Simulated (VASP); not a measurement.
Input of a VASP 6.6.1 run:

File INCAR:

```
PREC = Accurate
ENCUT = 520
EDIFF = 1E-7
ISMEAR = 0
SIGMA = 0.1
LREAL = False
LASPH = True
NELM = 80
ALGO = Normal
ISIF = 2
LWAVE = False
LCHARG = False
GGA = PE
NBANDS = 10
```

File KPOINTS:

```
regular mesh
0
Gamma
  6 6 2
```

POSCAR

```
BeSi
1.0
    2.3880440390      0.0000000000      0.0000000000
   -1.1940220195      2.0681068031      0.0000000000
    0.0000000000      0.0000000000      5.9702295779
Be Si
1 1
Direct
    0.0000000000      0.0000000000      0.0000000000
    0.0000000000      0.0000000000      0.5000000000
```

Potentials or basis: VASP PAW PBE potentials, release 64 (Be, Si).

The run is started by

```sh
$ cat potpaw_PBE.64/Be/POTCAR potpaw_PBE.64/Si/POTCAR > POTCAR
$ mpirun -np 1 vasp_std > vasp.out
```

Q: Estimate the band gap on the k mesh.

A: Zero (band 3 reaches 6.17 eV, above the bottom of band 4 at 4.74 eV).

Q: What does it give for the pressure?

A: -0.1 GPa.

Stress tensor (GPa, compression positive):
```
-0.24  0.00  0.00
 0.00 -0.24  0.00
 0.00  0.00  0.13
```

Caveat: the k points lie up to 0.53 Å⁻¹ apart.
